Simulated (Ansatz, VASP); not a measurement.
# Two plane-wave programs on InAs

Contents of INCAR:

```
SYSTEM = InAs
PREC = Accurate
ENCUT = 520
EDIFF = 1E-6
ISMEAR = 0
SIGMA = 0.1
LREAL = .False.
LASPH = .True.
NELM = 60
ALGO = Normal
ISIF = 2
LWAVE = .False.
LCHARG = .False.
GGA = PE
NBANDS = 16
```

File KPOINTS:

```
Automatic mesh
0
Gamma
  12 12 12
  0 0 0
```

The input POSCAR:

```
InAs
1.0
    0.0000000000      3.1745952000      3.1745952000
    3.1745952000      0.0000000000      3.1745952000
    3.1745952000      3.1745952000      0.0000000000
In As
1 1
Direct
    0.0000000000      0.0000000000      0.0000000000
    0.7500000000      0.7500000000      0.7500000000
```

Input for Ansatz:

```yaml
crystal:
  lattice:
    - [0.0, 3.1745952, 3.1745952]
    - [3.1745952, 0.0, 3.1745952]
    - [3.1745952, 3.1745952, 0.0]
  atoms:
    - { symbol: In, position: [0.0, 0.0, 0.0] }
    - { symbol: As, position: [0.75, 0.75, 0.75] }
basis:
  ecutwfc: 420
kpoints:
  mp_grid: { grid: [12, 12, 12] }
hamiltonian:
  xc: pbe
scf:
  occupations: { method: gaussian, width: 0.1 }
output:
  forces: true
  stress: true
  eigenvalues: true
  write_density: true
  write_potential: true
  elf: true
  volumetric_format: npy
```

Alike in both runs: task single point; functional PBE; k mesh 12 × 12 × 12; occupations gaussian, width 0.1 eV; no spin polarisation.

|  | VASP | Ansatz |
| --- | --- | --- |
| version | VASP 6.6.1 | Ansatz 0.2.0 |
| potentials or method | VASP PAW PBE potentials, release 64 (In_d, As), cutoff 520 eV | scalar-relativistic, plane waves, PAW |
| valence electrons in the cell | 18 | 28 |

|  | VASP | Ansatz | Ansatz less VASP |
| --- | --- | --- | --- |
| gap on the k mesh at the Fermi level (eV) | none | none | - |
| pressure (GPa) | -3.1 | -3.1 | -0.02 |

A gap of «none» marks a metal or a gap that the smearing closes. VASP's potentials hold 18 valence electrons a cell and Ansatz's 28, so a difference there can come from the potentials and not from the codes.
